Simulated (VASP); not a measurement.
Wanted: the native input for a VASP 6.6.1 run.

```yaml
Task: single point
Functional: r2SCAN
Potentials_or_basis: VASP PAW PBE potentials, release 64 (Ti_sv, O)
Cutoff: 520 eV
k_mesh: 12 × 12 × 12
Occupations: gaussian, width 0.03 eV
Spin: no spin polarisation
Dipole_correction: no
Further_INCAR_settings: ALGO = Normal; EDIFF = 1e-06; NBANDS = 16
```

The system is TiO.

```
CELL_PARAMETERS angstrom
2.85228 0.00000 0.00000
-1.42614 2.47015 0.00000
0.00000 0.00000 3.65615
ATOMIC_POSITIONS crystal
Ti 0.66667 0.33333 0.00000
O 0.00000 0.00000 0.50000
```

This cell differs from its parent crystal: ratio of the length along z to the lengths across it x 1.2, volume and fractional coordinates fixed.

The input as run:

POSCAR

```
TiO
1.0
    2.8522789816      0.0000000000      0.0000000000
   -1.4261394908      2.4701460567      0.0000000000
    0.0000000000      0.0000000000      3.6561508208
Ti O
1 1
Direct
    0.6666666667      0.3333333333      0.0000000000
    0.0000000000      0.0000000000      0.5000000000
```

INCAR.step1

```
PREC = Accurate
ENCUT = 520
ISMEAR = 0
SIGMA = 0.03
LREAL = False
LASPH = True
NELM = 100
NBANDS = 16
GGA = PE
ALGO = Normal
EDIFF = 1E-4
LWAVE = True
LCHARG = False
```

INCAR.step2

```
PREC = Accurate
ENCUT = 520
EDIFF = 1E-6
ISMEAR = 0
SIGMA = 0.03
LREAL = False
LASPH = True
NELM = 100
ALGO = Normal
ISIF = 2
LWAVE = False
LCHARG = False
METAGGA = R2SCAN
LMIXTAU = True
NBANDS = 16
ISTART = 1
```

KPOINTS

```
Automatic mesh
0
Gamma
  12 12 12
```

Potentials or basis: VASP PAW PBE potentials, release 64 (Ti_sv, O).

The run is started by

```console
$ cat potpaw_PBE.64/Ti_sv/POTCAR potpaw_PBE.64/O/POTCAR > POTCAR
$ cp INCAR.step1 INCAR
$ mpirun -np 1 vasp_std > vasp.out
$ cp INCAR.step2 INCAR
$ mpirun -np 1 vasp_std > vasp.out
```

It gave:

```json
{"Pressure": "-36.5 GPa", "Band gap on the k mesh": "zero (bands 9 and 10 overlap by 0.19 eV)"}
```

Caveat: the cell stands under tension; the PAW data sets were made with another functional, which shifts forces and pressure a little; semilocal functionals often make such compounds metallic where correlation or magnetic order opens a gap, which also shifts bond lengths.

It took 4.4 min on 1 thread of Intel Xeon 8259CL, on a shared host, peak memory 0.19 GiB.
